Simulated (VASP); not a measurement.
# Hf8CN6 (a cell with a defect) in VASP: a series of runs

Runs on Hf8CN6 (a cell with a defect). Level: PBE. Tasks: single point.

Program: VASP 6.6.1. These are calculated values, not measurements. Logs are shortened: lines on timing, memory, paths and dates and some standing lists are left out, and cuts for length are marked.

## (1) The cell of the first run

The cell holds a defect, 15 atoms: a = 6.268 Å, b = 5.428 Å, c = 5.417 Å, α = 90.00°, β = 90.00°, γ = 90.00°.

## (2) Single point, PBE

File INCAR:

```
SYSTEM = Hf8CN6
ALGO     = Normal         ! electronic algorithm
EDIFF    = 1E-6           ! SCF threshold, eV
ENCUT    = 520            ! plane-wave cutoff, eV
GGA      = PE             ! functional
ISIF     = 2              ! what is computed and relaxed
ISMEAR   = 0              ! smearing method
LASPH    = .TRUE.         ! aspherical terms in the spheres
LCHARG   = .FALSE.        ! write CHGCAR
LREAL    = Auto         
LWAVE    = .FALSE.        ! write WAVECAR
NBANDS   = 70             ! bands
NELM     = 60             ! most SCF steps
PREC     = Accurate       ! precision mode
SIGMA    = 0.02           ! smearing width, eV
```

File KPOINTS:

```
k-points
0
G
  2 2 2
  0 0 0
```

File POSCAR:

```
Hf8CN6
1.0
   -3.1339080000     -5.4280880000      0.0000000000
    4.7008620000     -2.7140440000      0.0000000000
    0.0000000000      0.0000000000      5.4167680000
Hf N C
8 6 1
Direct
    0.4994946485      0.6453687164      0.7499324320
    0.4993661263      0.3391104648      0.2372724843
    0.2319909832      0.1773996766      0.7542233671
    0.2476003608      0.8312232420      0.2377262604
   -0.0008276756      0.6685944282      0.7490403872
   -0.0005118998      0.3289974803      0.2523949706
    0.7658395261      0.1767121897      0.7539021424
    0.7514563422      0.8306463884      0.2378641655
    0.7518779795      0.5023939045     -0.0001539664
    0.7515135610      0.5034145569      0.5001746429
    0.2468952741      0.5034423633     -0.0001598739
    0.2473743395      0.5043648211      0.5003758699
   -0.0009110191     -0.0038086738      0.0005130366
   -0.0005869020     -0.0062225389      0.4997293589
    0.4987653297      0.0011016398     -0.0816041965
```

Potentials or basis: VASP PAW PBE potentials, release 64 (Hf_pv, N, C).

The run is started by

```bash
$ cat potpaw_PBE.64/Hf_pv/POTCAR potpaw_PBE.64/N/POTCAR potpaw_PBE.64/C/POTCAR > POTCAR
$ mpirun -np 1 vasp_std > vasp.out
```

OUTCAR:

```text
SYSTEM = Hf8CN6
   EDIFF = 1E-6
   ENCUT = 520
   GGA = PE
   ISIF = 2
   ISMEAR = 0
   LASPH = .TRUE.
   LREAL = Auto
   NELM = 60
   PREC = Accurate

 ion  position               nearest neighbor table
   1  0.499  0.645  0.750-  15 2.14  12 2.22  10 2.22  11 2.22   9 2.22   7 3.04   3 3.04   2 3.12
                             5 3.13   5 3.14   2 3.24   8 3.24   4 3.24   7 3.33   3 3.34   8 3.35
   2  0.499  0.339  0.237-   9 2.22  11 2.23  10 2.31  12 2.31  15 2.52   8 3.10   4 3.10   1 3.12
                             6 3.13   6 3.14   4 3.18   8 3.18   7 3.23   3 3.23   1 3.24   7 3.38
   3  0.232  0.177  0.754-  15 2.12  13 2.21  11 2.22  14 2.24  12 2.25   7 2.92   5 3.04   1 3.04
                             5 3.12   6 3.18   6 3.19   4 3.22   2 3.23   1 3.34   7 3.35   4 3.37
   4  0.248  0.831  0.238-  11 2.20  13 2.21  12 2.27  14 2.28  15 2.51   2 3.10   8 3.11   6 3.12
                             6 3.14   8 3.16   2 3.18   5 3.20   3 3.22   1 3.24   5 3.30   1 3.35
   5  0.999  0.669  0.749-  14 2.22  13 2.24  12 2.24  10 2.24  11 2.25   9 2.25   3 3.04   7 3.04
                             7 3.12   3 3.12   1 3.13   1 3.14   8 3.19   4 3.20   6 3.26   6 3.29
   6  0.999  0.329  0.252-  14 2.26  10 2.26  12 2.26  13 2.26   9 2.27  11 2.27   4 3.12   8 3.12
                             2 3.13   2 3.14   8 3.14   4 3.14   3 3.18   7 3.18   3 3.19   7 3.19
   7  0.766  0.177  0.754-  15 2.12  13 2.21   9 2.22  14 2.24  10 2.25   3 2.92   1 3.04   5 3.04
                             5 3.12   6 3.18   6 3.19   8 3.23   2 3.23   1 3.33   3 3.35   8 3.37
   8  0.751  0.831  0.238-   9 2.20  13 2.21  10 2.27  14 2.28  15 2.52   2 3.10   4 3.11   6 3.12
                             6 3.14   4 3.16   2 3.18   5 3.19   7 3.23   1 3.24   5 3.29   1 3.35
   9  0.752  0.502  1.000-   8 2.20   7 2.22   1 2.22   2 2.22   5 2.25   6 2.27
  10  0.752  0.503  0.500-   1 2.22   5 2.24   7 2.25   6 2.26   8 2.27   2 2.31
  11  0.247  0.503  1.000-   4 2.20   3 2.22   1 2.22   2 2.23   5 2.25   6 2.27
  12  0.247  0.504  0.500-   1 2.22   5 2.24   3 2.25   6 2.26   4 2.27   2 2.31
  13  0.999  0.996  0.001-   8 2.21   3 2.21   4 2.21   7 2.21   5 2.24   6 2.26
  14  0.999  0.994  0.500-   5 2.22   3 2.24   7 2.24   6 2.26   8 2.28   4 2.28
  15  0.499  0.001  0.918-   3 2.12   7 2.12   1 2.14   4 2.51   2 2.52   8 2.52

  LATTYP: Found a simple orthorhombic cell.
 ALAT       =     5.4167680000
 B/A-ratio  =     1.0020897908
 C/A-ratio  =     1.1571136334

  Lattice vectors:

 A1 = (   0.0000000000,   0.0000000000,  -5.4167680000)
 A2 = (   4.7008620000,  -2.7140440000,   0.0000000000)
 A3 = (  -3.1339080000,  -5.4280880000,   0.0000000000)

Analysis of symmetry for initial positions (statically):
=====================================================================
 Subroutine PRICEL returns:
 Original cell was already a primitive cell.

 Routine SETGRP: Setting up the symmetry group for a
 simple orthorhombic supercell.

 Subroutine GETGRP returns: Found  1 space group operations
 (whereof  1 operations were pure point group operations)
 out of a pool of  8 trial point group operations.

The static configuration has the point symmetry C_1 .

Analysis of symmetry for dynamics (positions and initial velocities):
=====================================================================
 Subroutine PRICEL returns:
 Original cell was already a primitive cell.

 Routine SETGRP: Setting up the symmetry group for a
 simple orthorhombic supercell.

 Subroutine GETGRP returns: Found  1 space group operations
 (whereof  1 operations were pure point group operations)
 out of a pool of  8 trial point group operations.

The dynamic configuration has the point symmetry C_1 .

 Subroutine INISYM returns: Found  1 space group operations
 (whereof  1 operations are pure point group operations),
 and found     1 'primitive' translations

----------------------------------------------------------------------------------------

                                     Primitive cell

  volume of cell :     184.2907

  direct lattice vectors                    reciprocal lattice vectors
    -3.133908000 -5.428088000  0.000000000    -0.079772603 -0.138170199  0.000000000
     4.700862000 -2.714044000  0.000000000     0.159545207 -0.092113466  0.000000000
     0.000000000  0.000000000  5.416768000     0.000000000  0.000000000  0.184611931

  length of vectors
     6.267816102  5.428087912  5.416768000     0.159545204  0.184226935  0.184611931

  position of ions in fractional coordinates (direct lattice)
     0.499494648  0.645368716  0.749932432
     0.499366126  0.339110465  0.237272484
     0.231990983  0.177399677  0.754223367
     0.247600361  0.831223242  0.237726260
     0.999172324  0.668594428  0.749040387
     0.999488100  0.328997480  0.252394971
     0.765839526  0.176712190  0.753902142
     0.751456342  0.830646388  0.237864165
     0.751877980  0.502393905  0.999846034
     0.751513561  0.503414557  0.500174643
     0.246895274  0.503442363  0.999840126
     0.247374339  0.504364821  0.500375870
     0.999088981  0.996191326  0.000513037
     0.999413098  0.993777461  0.499729359
     0.498765330  0.001101640  0.918395803

  ion indices of the primitive-cell ions
   primitive index   ion index
                 1           1
                 2           2
                 3           3
                 4           4
                 5           5
                 6           6
                 7           7
                 8           8
                 9           9
                10          10
                11          11
                12          12
                13          13
                14          14
                15          15

----------------------------------------------------------------------------------------

 KPOINTS: k-points

Automatic generation of k-mesh.
 Grid dimensions read from file:
 generate k-points for:    2    2    2

 Generating k-lattice:

  Cartesian coordinates                     Fractional coordinates (reciprocal lattice)
    -0.039886302 -0.069085100  0.000000000     0.500000000  0.000000000  0.000000000
     0.079772603 -0.046056733  0.000000000     0.000000000  0.500000000  0.000000000
     0.000000000  0.000000000  0.092305965     0.000000000  0.000000000  0.500000000

  Length of vectors
     0.079772602  0.092113468  0.092305965

  Shift w.r.t. Gamma in fractional coordinates (k-lattice)
     0.000000000  0.000000000  0.000000000

 Subroutine IBZKPT returns following result:
 ===========================================

 Found      8 irreducible k-points:

 Following reciprocal coordinates:
            Coordinates               Weight
  0.000000  0.000000  0.000000      1.000000
  0.500000 -0.000000  0.000000      1.000000
  0.000000  0.500000  0.000000      1.000000
  0.500000  0.500000  0.000000      1.000000
  0.000000  0.000000  0.500000      1.000000
  0.500000 -0.000000  0.500000      1.000000
  0.000000  0.500000  0.500000      1.000000
  0.500000  0.500000  0.500000      1.000000
   k-points           NKPTS =      8   k-points in BZ     NKDIM =      8   number of bands    NBANDS=     70
   number of dos      NEDOS =    301   number of ions     NIONS =     15
   total plane-waves  NPLWV =  76800
   dimension x,y,z NGX =    48 NGY =   40 NGZ =   40
   dimension x,y,z NGXF=    96 NGYF=   80 NGZF=   80
   ions per type =               8   6   1
   NGX,Y,Z   is equivalent  to a cutoff of  12.73, 12.25, 12.28 a.u.
   NGXF,Y,Z  is equivalent  to a cutoff of  25.46, 24.50, 24.55 a.u.
 SYSTEM =  Hf8CN6
   PREC   = accura    normal or accurate (medium, high low for compatibility)
   ISTART =      0    job   : 0-new  1-cont  2-samecut
   ICHARG =      2    charge: 1-file 2-atom 10-const
   ISPIN  =      1    spin polarized calculation?
   LNONCOLLINEAR =      F non collinear calculations
   LSORBIT =      F    spin-orbit coupling
   LASPH  =      T    aspherical Exc in radial PAW
   ENCUT  =  520.0 eV  38.22 Ry    6.18 a.u.  11.65 10.09 10.07*2*pi/ulx,y,z
   NELM   =     60;   NELMIN=  2; NELMDL= -5     # of ELM steps
   EDIFF  = 0.1E-05   stopping-criterion for ELM
   LREAL  =      T    real-space projection
   EDIFFG = 0.1E-04   stopping-criterion for IOM
   NSW    =      0    number of steps for IOM
   IBRION =     -1    ionic relax: 0-MD 1-quasi-New 2-CG
   NFREE  =      0    steps in history (QN), initial steepest desc. (CG)
   ISIF   =      2    stress and relaxation
   ISYM   =      2    0-nonsym 1-usesym 2-fastsym
   POTIM  = 0.5000    time-step for ionic-motion
   TEBEG  =    0.0;   TEEND  =   0.0 temperature during run
   PSTRESS=    0.0 pullay stress
   NELECT =     114.0000    total number of electrons
   NUPDOWN=      -1.0000    fix difference up-down
   EMIN   =  10.00;   EMAX   =-10.00  energy-range for DOS
   EFERMI =   0.00;   METHOD = LEGACY
   ISMEAR =     0;   SIGMA  =   0.02  broadening in eV -4-tet -1-fermi 0-gaus
   EFERMI_NEDOS =   21; number of points for ismear=-14 and -15
   IALGO  =     38    algorithm
   IMIX   =      4    mixing-type and parameters
     AMIX     =   0.40;   BMIX     =  1.00
     AMIX_MAG =   1.60;   BMIX_MAG =  1.00
  volume/ion in A,a.u.               =      12.29        82.91
  Fermi-wavevector in a.u.,A,eV,Ry     =   1.394897  2.635972 26.473350  1.945736
  Thomas-Fermi vector in A             =   2.518401
   LORBIT       =      0    0 simple, 1 ext, 2 COOP (PROOUT), +10 PAW based schemes
   GGA     = PE    functional components
   LHFCALC =     F    Hartree Fock is set to
   AEXX    =    0.0000 exact exchange contribution
   IVDW    =     0    specifies the selected vdW correction
   LEPSILON=     F    determine dielectric tensor
   LRPA    =     F    only Hartree local field effects (RPA)
 non-spin polarized calculation
 Gauss-broadening in eV      SIGMA  =   0.02
  energy-cutoff  :      520.00
  volume of cell :      184.29
 maximum number of plane-waves:      5027
 NGX is ok and might be reduce to    48
   NGX = 23   NGY = 21   NGZ = 21

 number of electron     114.0000000 magnetization

 Free energy of the ion-electron system (eV)
  ---------------------------------------------------
  ext. energy  EPLUGINS =         0.00000000
  ---------------------------------------------------
  free energy    TOTEN  =      -160.22901195 eV

  energy without entropy =     -160.22834183  energy(sigma->0) =     -160.22867689

 E-fermi :   7.3095     XC(G=0): -12.5226

 val. band max:        7.2838753353   @ k =   0.5000  -0.0000   0.5000
 cond. band min:       7.3338646444   @ k =   0.5000   0.5000   0.5000
 fundamental gap:      0.0499893091
 Fermi energy:         7.3095406100

 k-point     1 :       0.0000    0.0000    0.0000
  band No.  band energies     occupation
      1     -24.1310      2.00000
      2     -24.0980      2.00000
      3     -24.0502      2.00000
      4     -23.8621      2.00000
      5     -23.8237      2.00000
      6     -23.7170      2.00000
[... 61 lines left out ...]
     68      10.4895      0.00000
     69      10.7351      0.00000
[... 502 lines left out ...]
     68      11.0851      0.00000
     69      11.4342      0.00000
 [bands above 69 left out]

------------------------ aborting loop because EDIFF is reached ----------------------------------------

  FORCE on cell =-STRESS in cart. coord.  units (eV):
  Direction    XX          YY          ZZ          XY          YZ          ZX
  --------------------------------------------------------------------------------------
  -------------------------------------------------------------------------------------
  Total       10.9956469     11.8874043      7.9597842      0.9369768      0.5023895     -0.7441552
  in kB       95.5934230    103.3461403     69.2003871      8.1458433      4.3676492     -6.4695001
  external PRESSURE =      89.3799835 kB  Pullay stress =       0.0000000 kB

 VOLUME and BASIS-vectors are now :
 -----------------------------------------------------------------------------
  energy-cutoff  :      520.00
  volume of cell :      184.29
      direct lattice vectors                 reciprocal lattice vectors
    -3.133908000 -5.428088000  0.000000000    -0.079772603 -0.138170199  0.000000000
     4.700862000 -2.714044000  0.000000000     0.159545207 -0.092113466  0.000000000
     0.000000000  0.000000000  5.416768000     0.000000000  0.000000000  0.184611931

 POSITION                                       TOTAL-FORCE (eV/Angst)
 -----------------------------------------------------------------------------------
      1.46842     -4.46286      4.06221         0.314047     -0.172219     -0.160291
      0.02914     -3.63096      1.28525        -0.086474      0.052969     -0.433469
      0.10689     -1.74074      4.08545        -0.254210     -0.173749     -0.063122
      3.13151     -3.59997      1.28771         0.005071      0.071460     -0.434556
      0.01166     -7.23819      4.05738        -0.111233      0.054388     -0.247229
     -1.58573     -6.31822      1.36717         0.053841     -0.020115     -0.174473
     -1.56937     -4.63665      4.08371         0.027204      0.265653     -0.050504
      1.54976     -6.33338      1.28846        -0.025610     -0.029742     -0.435861
      0.00537     -5.44478      5.41593         0.052156      0.041662     -0.180772
      0.01131     -5.44557      2.70933         0.026089      0.043993     -0.241702
      1.59287     -2.70653      5.41590        -0.045491     -0.034017     -0.178759
      1.59570     -2.71164      2.71042        -0.047711     -0.016086     -0.247110
      1.55191     -8.12685      0.00278         0.048205     -0.039465     -0.198049
      1.53954     -8.12206      2.70692         0.071756     -0.041335     -0.210304
     -1.55791     -2.71033      4.97474        -0.027640     -0.003398      3.256201
 -----------------------------------------------------------------------------------
    total drift:                               -0.005024      0.011926     -0.001995

  FREE ENERGIE OF THE ION-ELECTRON SYSTEM (eV)
  ---------------------------------------------------
  free  energy   TOTEN  =      -160.2290119453 eV

  energy  without entropy=     -160.2283418287  energy(sigma->0) =     -160.22867689
```

Run time: 2.1 min. Hardware: 1 thread of AMD EPYC 9R45 (Zen 5), shared host; peak memory 0.27 GiB.

What came out:

| Item | Value |
| --- | --- |
| Free energy | -160.2290 eV |
| Pressure | 8.9 GPa |
| Largest force | 3.256 eV/Å |
| Band gap on the k mesh | zero (bands 57 and 58 overlap by 0.32 eV) |

Forces in eV/Å, atoms in the order of the input:
```
Hf   0.314 -0.172 -0.160
Hf  -0.086  0.053 -0.433
Hf  -0.254 -0.174 -0.063
Hf   0.005  0.071 -0.435
Hf  -0.111  0.054 -0.247
Hf   0.054 -0.020 -0.174
Hf   0.027  0.266 -0.051
Hf  -0.026 -0.030 -0.436
N    0.052  0.042 -0.181
N    0.026  0.044 -0.242
N   -0.045 -0.034 -0.179
N   -0.048 -0.016 -0.247
N    0.048 -0.039 -0.198
N    0.072 -0.041 -0.210
C   -0.028 -0.003  3.256
```

Stress tensor (GPa, compression positive):
```
 9.56  0.81 -0.65
 0.81 10.33  0.44
-0.65  0.44  6.92
```

Levels at points of the mesh, in eV from the Fermi level:
| k point | band 55 | band 56 | band 57 | band 58 | band 59 | band 60 |
| --- | --- | --- | --- | --- | --- | --- |
| (0.00, 0.00, 0.00) | -1.42 | -0.96 | -0.32 | 0.79 | 1.06 | 1.14 |
| (0.50, 0.00, 0.00) | -0.91 | -0.89 | -0.26 | 0.31 | 0.44 | 0.86 |
| (0.00, 0.50, 0.00) | -1.93 | -1.30 | -1.22 | 0.96 | 1.27 | 1.47 |
| (0.50, 0.50, 0.00) | -1.55 | -1.42 | -1.29 | 0.53 | 1.04 | 1.61 |
| (0.00, 0.00, 0.50) | -0.78 | -0.34 | -0.17 | 0.61 | 0.76 | 0.98 |
| (0.50, 0.00, 0.50) | -0.62 | -0.03 | 0.20 | 0.54 | 0.57 | 0.92 |
| (0.00, 0.50, 0.50) | -0.76 | -0.23 | -0.03 | 0.28 | 0.37 | 0.76 |
| (0.50, 0.50, 0.50) | -0.95 | -0.61 | -0.14 | -0.12 | 0.02 | 0.36 |

Caveat: the k points lie up to 0.58 Å⁻¹ apart; spin-orbit coupling is left out, which moves the levels of the heavy elements.

(Part 1 of 2 ends here.)

The gap in the log of VASP goes by the Fermi energy; the results here count the filled bands.